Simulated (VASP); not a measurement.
Wanted: the native input for a VASP 6.6.1 run.

- Task: single point
- Functional: r2SCAN
- Potentials or basis: VASP PAW PBE potentials, release 64 (Sc_sv, Al)
- Cutoff: 520 eV
- k mesh: 12 × 12 × 12
- Occupations: gaussian, width 0.15 eV
- Spin: no spin polarisation
- Dipole correction: no
- Further INCAR settings: ALGO = Normal; EDIFF = 1e-06; NBANDS = 18

Crystal: ScAl3.

```xyz
4
Lattice="4.2285 0.0000 0.0000 0.0000 3.9425 0.0000 0.0000 0.0000 4.0855" Properties=species:S:1:pos:R:3 pbc="T T T"
Sc    0.0000    0.0000    0.0000
Al    2.1143    0.0000    2.0428
Al    0.0000    1.9713    2.0428
Al    2.1143    1.9713    0.0000
```

This cell differs from its parent crystal: strain +0.0350 x Voigt [1, -1, 0, 0, 0, 0].

These files were run (other wordings do the same):

POSCAR

```
ScAl3
1.0
    4.2285303485      0.0000000000      0.0000000000
    0.0000000000      3.9425427887      0.0000000000
    0.0000000000      0.0000000000      4.0855365686
Sc Al
1 3
Direct
    0.0000000000      0.0000000000      0.0000000000
    0.5000000000      0.0000000000      0.5000000000
    0.0000000000      0.5000000000      0.5000000000
    0.5000000000      0.5000000000      0.0000000000
```

INCAR.step1

```
SYSTEM = ScAl3
ALGO     = Normal         ! electronic algorithm
EDIFF    = 1E-4           ! SCF threshold, eV
ENCUT    = 520            ! plane-wave cutoff, eV
GGA      = PE             ! functional
ISMEAR   = 0              ! smearing method
LASPH    = .TRUE.         ! aspherical terms in the spheres
LCHARG   = .FALSE.        ! write CHGCAR
LREAL    = .FALSE.        ! projectors in reciprocal space
LWAVE    = .TRUE.         ! write WAVECAR
NBANDS   = 18             ! bands
NELM     = 60             ! most SCF steps
PREC     = Accurate       ! precision mode
SIGMA    = 0.15           ! smearing width, eV
```

INCAR.step2

```
SYSTEM = ScAl3
ALGO     = Normal         ! electronic algorithm
EDIFF    = 1E-6           ! SCF threshold, eV
ENCUT    = 520            ! plane-wave cutoff, eV
ISIF     = 2              ! what is computed and relaxed
ISMEAR   = 0              ! smearing method
ISTART   = 1            
LASPH    = .TRUE.         ! aspherical terms in the spheres
LCHARG   = .TRUE.         ! write CHGCAR
LELF     = .TRUE.         ! ELF
LMIXTAU  = .TRUE.       
LREAL    = .FALSE.        ! projectors in reciprocal space
LVHAR    = .TRUE.       
LWAVE    = .FALSE.        ! write WAVECAR
METAGGA  = R2SCAN         ! meta-GGA
NBANDS   = 18             ! bands
NELM     = 60             ! most SCF steps
PREC     = Accurate       ! precision mode
SIGMA    = 0.15           ! smearing width, eV
```

KPOINTS

```
k-points
0
G
  12 12 12
  0 0 0
```

Potentials or basis: VASP PAW PBE potentials, release 64 (Sc_sv, Al).

Command:

```bash
$ cat potpaw_PBE.64/Sc_sv/POTCAR potpaw_PBE.64/Al/POTCAR > POTCAR
$ cp INCAR.step1 INCAR
$ mpirun -np 1 vasp_std > vasp.out
$ cp INCAR.step2 INCAR
$ mpirun -np 1 vasp_std > vasp.out
```

It gave:

```yaml
Pressure: 0.4 GPa
Band_gap_on_the_k_mesh: zero (bands 10 and 11 overlap by 4.04 eV)
```

Caveat: the cell differs from its parent crystal (strain +0.0350 x Voigt [1, -1, 0, 0, 0, 0]); the stress differs along the axes, from -5 to 6 GPa; the PAW data sets were made with another functional, which shifts forces and pressure a little.

Run time: 10 min on 1 thread of AMD EPYC 9R45 96-Core Processor (Zen 5), on a shared host, peak memory 0.45 GiB.
